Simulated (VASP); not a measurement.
# ZrC in VASP: further runs, part 2 of 2

VASP 6.6.1. Earlier steps stand in the parts before.

## 4. Single point, PBEsol

The input, INCAR:

```
  ALGO = Normal
  EDIFF = 1E-6
  ENCUT = 520
  GGA = PS
  ISIF = 2
  ISMEAR = -1
  LASPH = True
  LCHARG = False
  LREAL = Auto
  LWAVE = False
  NBANDS = 78
  NELM = 60
  PREC = Accurate
  SIGMA = 0.05
```

The input, KPOINTS:

```
Automatic mesh
0
Gamma
  2 2 2
  0.5 0.5 0.5
```

The input, POSCAR:

```
ZrC
1.0
    0.0000000000     -4.7160361280     -4.7160361280
   -4.7160361280     -4.7160361280      0.0000000000
   -4.7160361280      0.0000000000     -4.7160361280
Zr C
8 8
Direct
    0.2482143835      0.2455140225      0.2445227239
    0.2452197075      0.7449077795      0.2636400499
    0.2400172453      0.2549125934      0.7495498135
    0.2620354184      0.7440558988      0.7423425956
    0.7457584939      0.2529878838      0.2495508872
    0.7482477666      0.7514799301      0.2561730799
    0.7607026118      0.2523031986      0.7487728898
    0.7504919182      0.7549761926      0.7519651894
    0.5063747256      0.4938124808      0.4993590880
    0.4945056477     -0.0038949023      0.4873644810
    0.4951837595      0.5044207541      0.0021835074
    0.4890799047      0.0007655794      0.0117525605
   -0.0001289218      0.5038578873      0.5028780390
   -0.0004305523     -0.0144705210      0.5096429363
   -0.0196552778      0.4993736129      0.0107225642
    0.0027582486      0.0041367368     -0.0016971880
```

Potentials or basis: VASP PAW PBE potentials, release 64 (Zr_sv, C).

Command:

```console
$ cat potpaw_PBE.64/Zr_sv/POTCAR potpaw_PBE.64/C/POTCAR > POTCAR
$ mpirun -np 1 vasp_std > vasp.out
```

OUTCAR:

```text
EDIFF = 1E-6
   ENCUT = 520
   GGA = PS
   ISIF = 2
   ISMEAR = -1
   LASPH = True
   LREAL = Auto
   NELM = 60
   PREC = Accurate

 ion  position               nearest neighbor table
   1  0.248  0.246  0.245-  12 2.25  10 2.31  15 2.37  11 2.39  14 2.40  13 2.44   2 3.29   3 3.30
                             7 3.31   5 3.31   6 3.32   4 3.33   4 3.34   6 3.36   5 3.36   7 3.36
   2  0.245  0.745  0.264-  13 2.29  14 2.30   9 2.34  12 2.36  11 2.37  16 2.40   4 3.25   3 3.25
                             8 3.28   1 3.29   5 3.31   6 3.32   6 3.35   5 3.36   1 3.39   8 3.39
   3  0.240  0.255  0.750-  13 2.30  16 2.30   9 2.38  15 2.39  12 2.41  10 2.46   7 3.21   2 3.25
                             1 3.30   8 3.30   4 3.31   5 3.32   5 3.35   4 3.36   8 3.37   1 3.37
   4  0.262  0.744  0.742-  10 2.29   9 2.33  11 2.33  14 2.34  16 2.43  15 2.49   6 3.24   2 3.25
                             7 3.30   3 3.31   8 3.33   1 3.33   1 3.34   8 3.34   3 3.36   7 3.37
   5  0.746  0.253  0.250-  15 2.27   9 2.31  11 2.35  16 2.36  10 2.40  14 2.42   7 3.29   1 3.31
                             2 3.31   6 3.31   3 3.32   8 3.33   8 3.34   3 3.35   6 3.36   1 3.36
   6  0.748  0.751  0.256-  10 2.25  15 2.35  13 2.35   9 2.36  12 2.38  16 2.39   4 3.24   7 3.31
                             5 3.31   1 3.32   2 3.32   8 3.33   8 3.34   2 3.35   5 3.36   1 3.36
   7  0.761  0.252  0.749-  13 2.31  16 2.32   9 2.38  11 2.39  14 2.39  12 2.47   3 3.21   5 3.29
                             4 3.30   6 3.31   1 3.31   8 3.33   8 3.34   6 3.36   1 3.36   4 3.37
   8  0.750  0.755  0.752-  14 2.26  15 2.31  13 2.36  12 2.39  11 2.39  10 2.46   2 3.28   3 3.30
                             6 3.33   4 3.33   7 3.33   5 3.33   5 3.34   7 3.34   6 3.34   4 3.34
   9  0.506  0.494  0.499-   5 2.31   4 2.33   2 2.34   6 2.36   7 2.38   3 2.38
  10  0.495  0.996  0.487-   6 2.25   4 2.29   1 2.31   5 2.40   3 2.46   8 2.46
  11  0.495  0.504  0.002-   4 2.33   5 2.35   2 2.37   7 2.39   8 2.39   1 2.39
  12  0.489  0.001  0.012-   1 2.25   2 2.36   6 2.38   8 2.39   3 2.41   7 2.47
  13  1.000  0.504  0.503-   2 2.29   3 2.30   7 2.31   6 2.35   8 2.36   1 2.44
  14  1.000  0.986  0.510-   8 2.26   2 2.30   4 2.34   7 2.39   1 2.40   5 2.42
  15  0.980  0.499  0.011-   5 2.27   8 2.31   6 2.35   1 2.37   3 2.39   4 2.49
  16  0.003  0.004  0.998-   3 2.30   7 2.32   5 2.36   6 2.39   2 2.40   4 2.43

  LATTYP: Found a face centered cubic cell.
 ALAT       =     9.4320722560

  Lattice vectors:

 A1 = (   0.0000000000,  -4.7160361280,  -4.7160361280)
[... 183 lines left out ...]
 NGX is ok and might be reduce to    50
   NGX = 25   NGY = 25   NGZ = 25

 number of electron     128.0000000 magnetization

 Free energy of the ion-electron system (eV)
  ---------------------------------------------------
  ext. energy  EPLUGINS =         0.00000000
  ---------------------------------------------------
  free energy    TOTEN  =      -163.78527464 eV

  energy without entropy =     -163.78439977  energy(sigma->0) =     -163.78483721

 E-fermi :   9.3603     XC(G=0): -12.2247

 val. band max:        9.0493500908   @ k =   0.0000   0.0000  -0.2500
 cond. band min:       9.6806674188   @ k =   0.0000   0.0000  -0.2500
 fundamental gap:      0.6313173280
 Fermi energy:         9.3602630625

 k-point     1 :       0.2500    0.2500    0.2500
  band No.  band energies     occupation
      1     -38.6364      2.00000
      2     -38.5826      2.00000
      3     -38.5495      2.00000
      4     -38.5326      2.00000
      5     -38.5220      2.00000
      6     -38.4941      2.00000
[... 1253 lines left out ...]
     75      12.9384      0.00000
     76      13.4383      0.00000
 [bands above 76 left out]

------------------------ aborting loop because EDIFF is reached ----------------------------------------

  FORCE on cell =-STRESS in cart. coord.  units (eV):
  Direction    XX          YY          ZZ          XY          YZ          ZX
  --------------------------------------------------------------------------------------
  -------------------------------------------------------------------------------------
  Total       -6.6770154     -6.2420138     -7.2568381     -0.0648284      0.1817676      0.1566132
  in kB      -50.9954697    -47.6731601    -55.4238449     -0.4951249      1.3882434      1.1961281
  external PRESSURE =     -51.3641583 kB  Pullay stress =       0.0000000 kB

 VOLUME and BASIS-vectors are now :
 -----------------------------------------------------------------------------
  energy-cutoff  :      520.00
  volume of cell :      209.78
      direct lattice vectors                 reciprocal lattice vectors
     0.000000000 -4.716036128 -4.716036128     0.106021240 -0.106021240 -0.106021240
    -4.716036128 -4.716036128  0.000000000    -0.106021240 -0.106021240  0.106021240
    -4.716036128  0.000000000 -4.716036128    -0.106021240  0.106021240 -0.106021240

 POSITION                                       TOTAL-FORCE (eV/Angst)
 -----------------------------------------------------------------------------------
     -2.31103     -2.32844     -2.32377        -0.393803     -0.356714     -0.306650
     -4.75635     -4.66948     -2.39980         0.778057     -0.696953      0.859991
     -4.73708     -2.33411     -4.66683         0.318984     -0.016333     -1.026156
     -7.00991     -4.74476     -4.73668        -1.109607      0.491602     -0.024646
     -2.36999     -4.71012     -4.69391         0.024446      0.238615     -0.045698
     -4.75213     -7.07277     -4.73688         0.695192     -0.175918      0.492565
[... 8 lines left out ...]
     -2.40563     -6.97841     -4.67391         0.591075     -0.886638     -0.348796
     -4.72754     -0.03252     -4.72104         0.115712      0.336544      0.070967
 -----------------------------------------------------------------------------------
    total drift:                                0.009129      0.005730     -0.005261

  FREE ENERGIE OF THE ION-ELECTRON SYSTEM (eV)
  ---------------------------------------------------
  free  energy   TOTEN  =      -163.7852746414 eV

  energy  without entropy=     -163.7843997689  energy(sigma->0) =     -163.78483721
```

stdout:

```text
POSCAR found type information on POSCAR ZrC
 POSCAR found :  2 types and      16 ions
 scaLAPACK will be used
 -----------------------------------------------------------------------------
|                                                                             |
|                                                                             |
|     You enforced a specific xc type in the INCAR file but a different       |
|     I HOPE YOU KNOW WHAT YOU ARE DOING!                                     |
|                                                                             |
 -----------------------------------------------------------------------------

 LDA part: xc-table for (Slater+PW92), standard interpolation
 POSCAR, INCAR and KPOINTS ok, starting setup
 FFT: planning ... GRIDC
 FFT: planning ... GRID_SOFT
 FFT: planning ... GRID
 WAVECAR not read
 entering main loop
```

Run time: 10 min. Hardware: 1 thread of Intel Xeon Platinum 8259CL at 2.50GHz (Skylake/Cascade Lake), shared host; peak memory 0.44 GiB.

Results:

```
Free energy            : -163.7853 eV
Pressure               : -5.1 GPa
Largest force          : 1.353 eV/Å
Band gap on the k mesh : 0.63 eV
```

Forces in eV/Å, atoms in the order of the input:
```
Zr  -0.394 -0.357 -0.307
Zr   0.778 -0.697  0.860
Zr   0.319 -0.016 -1.026
Zr  -1.110  0.492 -0.025
Zr   0.024  0.239 -0.046
Zr   0.695 -0.176  0.493
Zr   0.007  1.149  0.497
Zr  -0.307  0.694  0.047
C   -0.436  0.161  0.083
C   -0.999 -0.287 -0.790
C    0.425  0.152 -0.123
C    0.598 -0.510  0.162
C    0.138  0.390  0.063
C   -0.446 -0.683  0.389
C    0.591 -0.887 -0.349
C    0.116  0.337  0.071
```

Caveat: the k points lie up to 0.58 Å⁻¹ apart; the atoms stand as in a frame of molecular dynamics; the PAW data sets were made with another functional, which shifts forces and pressure a little; a shifted mesh leaves out Γ, where band edges can lie. A k mesh can miss the band edges.

## 5. Overview

```tsv
cell	smearing	gap on the mesh (eV)	pressure (GPa)
a = 6.647 Å, angles 60.0°, 16 atoms, atomic positions A	gaussian 0.1 eV	0.76	-4.0
a = 6.647 Å, angles 60.0°, 16 atoms, atomic positions A	fermi-dirac 0.05 eV	0.76	-4.0
a = 6.669 Å, angles 60.0°, 16 atoms, atomic positions B	fermi-dirac 0.05 eV	0.63	-5.1
```

Alike in all rows: task single point; level PBEsol; potentials or basis VASP PAW PBE potentials, release 64 (Zr_sv, C); no spin polarisation; k mesh 2 × 2 × 2, shifted; cutoff (eV) 520.

Caveats: all runs use coarse meshes; the PAW data sets were made with another functional, which shifts forces and pressure a little; a shifted mesh leaves out Γ, where band edges can lie; the atoms stand as in a frame of molecular dynamics (at least some runs).

Total energies depend on the potentials used, so only differences within one code and one set of settings carry meaning.
